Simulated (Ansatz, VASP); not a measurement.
## Ir: VASP beside Ansatz

```
CELL_PARAMETERS angstrom
2.73696 0.00000 0.00000
-1.36848 2.37028 0.00000
0.00000 0.00000 23.93889
ATOMIC_POSITIONS crystal
Ir 0.66667 0.33333 0.31556
Ir 0.33333 0.66667 0.40689
Ir 0.00000 0.00000 0.50000
Ir 0.66667 0.33333 0.59311
Ir 0.33333 0.66667 0.68444
```

Alike in both runs: functional PBE; k mesh 15 × 15 × 1; occupations gaussian, width 0.1 eV; no spin polarisation.

Ansatz relaxed the structure, and its values are those at the end. VASP's run is a single point on that final structure, the one shown.

```csv
,VASP,Ansatz
version,VASP 6.6.1,Ansatz 0.2.0
potentials or method,"VASP PAW PBE potentials, release 64 (Ir), cutoff 520 eV","scalar-relativistic, plane waves, PAW"
valence electrons in the cell,45,85
```

VASP gave:

- gap on the k mesh at the Fermi level (eV): none
- rms of the force components (eV/Å): 0.010

Which values does Ansatz return?

gap on the k mesh at the Fermi level (eV): none; rms of the force components (eV/Å): 0.002.

A gap of «none» marks a metal or a gap that the smearing closes. VASP's potentials hold 45 valence electrons a cell and Ansatz's 85, so a difference there can come from the potentials and not from the codes.

Neither program's run includes spin-orbit coupling.
